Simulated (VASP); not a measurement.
Runs of VASP 6.6.1 on Tl4Br. The structure is that of space group Im-3m (No. 229), or close to it. The cells are those of the table. 

| task | cell | k mesh | cutoff (eV) | gap on the mesh (eV) | pressure (GPa) | relaxed volume (Å³/atom) |
| --- | --- | --- | --- | --- | --- | --- |
| single point | a = 6.358 Å, angles 109.5°, 5 atoms | 4 × 4 × 4 | 520 | none | (a) | - |
| relaxation of cell and atoms | relaxed from a = 6.358 Å, angles 109.5°, 5 atoms | 8 × 8 × 8 | 600 | none | 0.0 | 40.29 |
| single point | a = 6.398 Å, angles 109.5°, 5 atoms | 8 × 8 × 8 | 520 | none | 0.0 | - |
| single point | a = 5.982 Å, angles 109.5°, 5 atoms | 4 × 4 × 4 | 520 | none | 5.3 | - |
| relaxation of cell and atoms | relaxed from a = 5.982 Å, angles 109.5°, 5 atoms | 4 × 4 × 4 | 600 | none | 0.0 | 40.20 |

Alike in all rows: level PBE; potentials or basis VASP PAW PBE potentials, release 64 (Tl_d, Br); no spin polarisation; smearing gaussian 0.1 eV.

**Question.** Fill in the values left out.

**Answer.** (a) 0.3.

Caveats: spin-orbit coupling is left out, which moves the levels of the heavy elements; an odd number of electrons without spin polarisation forces a metal; a magnetic or distorted state may lie lower; the volume moved by over 15 % at a fixed basis, so the end points are rough (some runs).

A k mesh can miss the band edges, and the runs leave out spin-orbit coupling on Br, Tl.

A gap of «none» marks levels without a gap at the run's occupations.
